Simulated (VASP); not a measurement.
# HfN (I-4m2) in VASP: a series of runs, part 2 of 2

VASP 6.6.1. The steps go on from the part before.

**5. Single point, LDA (strain +0.050 along x and y, +0.000 along z)**

INCAR reads:

```
SYSTEM = HfN
PREC = Accurate ; ENCUT = 520
EDIFF = 1E-7 ; ISMEAR = 0
SIGMA = 0.15 ; LREAL = .False.
LASPH = .True. ; NELM = 100
ALGO = Normal ; ISIF = 2
LWAVE = .False. ; LCHARG = .False.
NBANDS = 14
```

KPOINTS reads:

```
Automatic mesh
0
Gamma
  16 16 16
  0 0 0
```

POSCAR reads:

```
HfN
1.0
    0.0000000000      2.5775631000      2.4548220000
    2.5775631000      0.0000000000      2.4548220000
    2.5775631000      2.5775631000      0.0000000000
Hf N
1 1
Direct
    0.0000000000      0.0000000000      0.0000000000
    0.7500000000      0.7500000000      0.7500000000
```

Potentials or basis: VASP PAW LDA potentials, release 64 (Hf_pv, N).

Started as:

```
$ cat potpaw_LDA.64/Hf_pv/POTCAR potpaw_LDA.64/N/POTCAR > POTCAR
$ mpirun -np 1 vasp_std > vasp.out
```

OUTCAR:

```text
SYSTEM = HfN
   PREC = Accurate
   ENCUT = 520
   EDIFF = 1E-7
   ISMEAR = 0
   LREAL = .False.
   LASPH = .True.
   NELM = 100
   ISIF = 2

 ion  position               nearest neighbor table
   1  0.000  0.000  0.000-   2 2.20   2 2.20   2 2.20   2 2.20
   2  0.750  0.750  0.750-   1 2.20   1 2.20   1 2.20   1 2.20

  LATTYP: Found a body centered tetragonal cell.
 ALAT       =     3.6452246939
 C/A-ratio  =     1.3468700594

  Lattice vectors:

 A1 = (   0.0000000000,  -2.5775631000,  -2.4548220000)
 A2 = (   0.0000000000,   2.5775631000,  -2.4548220000)
 A3 = (   2.5775631000,   0.0000000000,   2.4548220000)

Analysis of symmetry for initial positions (statically):
=====================================================================
 Subroutine PRICEL returns:
 Original cell was already a primitive cell.

 Routine SETGRP: Setting up the symmetry group for a
 body centered tetragonal supercell.

 Subroutine GETGRP returns: Found  8 space group operations
 (whereof  8 operations were pure point group operations)
 out of a pool of 16 trial point group operations.

The static configuration has the point symmetry D_2d.

Analysis of symmetry for dynamics (positions and initial velocities):
=====================================================================
 Subroutine PRICEL returns:
 Original cell was already a primitive cell.

 Routine SETGRP: Setting up the symmetry group for a
 body centered tetragonal supercell.

 Subroutine GETGRP returns: Found  8 space group operations
 (whereof  8 operations were pure point group operations)
 out of a pool of 16 trial point group operations.

The dynamic configuration has the point symmetry D_2d.

 Subroutine INISYM returns: Found  8 space group operations
 (whereof  8 operations are pure point group operations),
 and found     1 'primitive' translations

----------------------------------------------------------------------------------------

                                     Primitive cell

  volume of cell :      32.6188

  direct lattice vectors                    reciprocal lattice vectors
     0.000000000  2.577563100  2.454822000    -0.193981672  0.193981672  0.203680756
[... 120 lines left out ...]
  volume of cell :       32.62
 maximum number of plane-waves:       909
   NGX = 13   NGY = 13   NGZ = 13

 number of electron      15.0000002 magnetization

 Free energy of the ion-electron system (eV)
  ---------------------------------------------------
  ext. energy  EPLUGINS =         0.00000000
  ---------------------------------------------------
  free energy    TOTEN  =       -22.66482970 eV

  energy without entropy =      -22.65666562  energy(sigma->0) =      -22.66074766

 E-fermi :   4.8346     XC(G=0): -11.0557

 val. band max:        4.8305170363   @ k =   0.3125   0.0000   0.1875
 cond. band min:       4.8453484757   @ k =  -0.3125   0.2500   0.1250
 fundamental gap:      0.0148314394
 Fermi energy:         4.8346475006

 k-point     1 :       0.0000    0.0000    0.0000
  band No.  band energies     occupation
      1     -26.4594      2.00000
      2     -26.4449      2.00000
      3     -26.4449      2.00000
      4     -10.5909      2.00000
      5      -0.2087      2.00000
      6      -0.2087      2.00000
      7      -0.0864      2.00000
      8       3.9734      2.00000
      9       6.4506      0.00000
     10       6.9732      0.00000
     11      10.5037      0.00000
     12      10.5037      0.00000
     13      11.1545      0.00000
     14      15.7755      0.00000
[... 377 lines left out ...]
      1     -26.4735      2.00000
      2     -26.4679      2.00000
      3     -26.4483      2.00000
      4     -10.4911      2.00000
      5      -0.4230      2.00000
      6      -0.1572      2.00000
      7      -0.0050      2.00000
      8       4.4867      1.99896
      9       6.2341      0.00000
     10       6.8836      0.00000
     11      10.3360      0.00000
     12      10.7485      0.00000
     13      11.1478      0.00000
     14      15.7611      0.00000

 [... further k-points ...]

------------------------ aborting loop because EDIFF is reached ----------------------------------------

  FORCE on cell =-STRESS in cart. coord.  units (eV):
  Direction    XX          YY          ZZ          XY          YZ          ZX
  --------------------------------------------------------------------------------------
  -------------------------------------------------------------------------------------
  Total       -5.3551057     -5.3551057     -3.9408895      0.0000000     -0.0000000     -0.0000000
  in kB     -263.0328672   -263.0328672   -193.5691871      0.0000000     -0.0000000     -0.0000000
  external PRESSURE =    -239.8783071 kB  Pullay stress =       0.0000000 kB

 VOLUME and BASIS-vectors are now :
 -----------------------------------------------------------------------------
  energy-cutoff  :      520.00
  volume of cell :       32.62
      direct lattice vectors                 reciprocal lattice vectors
     0.000000000  2.577563100  2.454822000    -0.193981672  0.193981672  0.203680756
     2.577563100  0.000000000  2.454822000     0.193981672 -0.193981672  0.203680756
     2.577563100  2.577563100  0.000000000     0.193981672  0.193981672 -0.203680756

 POSITION                                       TOTAL-FORCE (eV/Angst)
 -----------------------------------------------------------------------------------
      0.00000      0.00000      0.00000        -0.000000     -0.000000     -0.000000
      3.86634      3.86634      3.68223         0.000000      0.000000      0.000000
 -----------------------------------------------------------------------------------
    total drift:                               -0.000000     -0.000000      0.000000

  FREE ENERGIE OF THE ION-ELECTRON SYSTEM (eV)
  ---------------------------------------------------
  free  energy   TOTEN  =       -22.6648296955 eV

  energy  without entropy=      -22.6566656185  energy(sigma->0) =      -22.66074766
```

stdout:

```text
POSCAR found type information on POSCAR HfN
 POSCAR found :  2 types and       2 ions
 scaLAPACK will be used
 LDA part: xc-table for (Slater(with rela. corr.)+CA(PZ))
 , standard interpolation
 POSCAR, INCAR and KPOINTS ok, starting setup
 FFT: planning ... GRIDC
 FFT: planning ... GRID_SOFT
 FFT: planning ... GRID
 WAVECAR not read
 entering main loop
```

Wall time 84 s (1 thread of AMD EPYC 9R45 (Zen 5), shared host); peak memory 0.25 GiB.

Results:

- Free energy: -22.6648 eV
- Pressure: -24.0 GPa
- Band gap on the k mesh: zero (an odd number of electrons rules out a gap without spin polarisation)

Stress tensor (GPa, compression positive):
```
-26.30   0.00   0.00
  0.00 -26.30   0.00
  0.00   0.00 -19.36
```

Caveat: the cell differs from its parent crystal (strain +0.050 along x and y, +0.000 along z); the stress differs along the axes, from -26 to -19 GPa; spin-orbit coupling is left out, which moves the levels of the heavy elements; an odd number of electrons without spin polarisation forces a metal; a magnetic or distorted state may lie lower.

**6. The runs side by side**

| cell | gap on the mesh (eV) | pressure (GPa) |
| --- | --- | --- |
| a = 3.473, b = 3.473, c = 3.558 Å, angles 59.2, 59.2, 61.6°, 2 atoms | none | -14.1 |
| a = 3.476, b = 3.476, c = 3.645 Å, angles 58.4, 58.4, 63.2°, 2 atoms | none | -17.8 |
| a = 3.517, b = 3.517, c = 3.645 Å, angles 58.8, 58.8, 62.4°, 2 atoms | none | -21.1 |
| a = 3.559, b = 3.559, c = 3.645 Å, angles 59.2, 59.2, 61.6°, 2 atoms | none | -24.0 |

Alike in all rows: task single point; level LDA; potentials or basis VASP PAW LDA potentials, release 64 (Hf_pv, N); no spin polarisation; k mesh 16 × 16 × 16; cutoff (eV) 520; smearing gaussian 0.15 eV.

Caveats: spin-orbit coupling is left out, which moves the levels of the heavy elements; an odd number of electrons without spin polarisation forces a metal; a magnetic or distorted state may lie lower; the stress differs along the axes, from -17 to -9 GPa (at least some runs); the stress differs along the axes, from -22 to -9 GPa (at least some runs); the stress differs along the axes, from -24 to -14 GPa (at least some runs); the stress differs along the axes, from -26 to -19 GPa (at least some runs).

Absolute energies hang on the potentials; compare differences alone.

The gap in the log of VASP goes by the Fermi energy; the results here count the filled bands.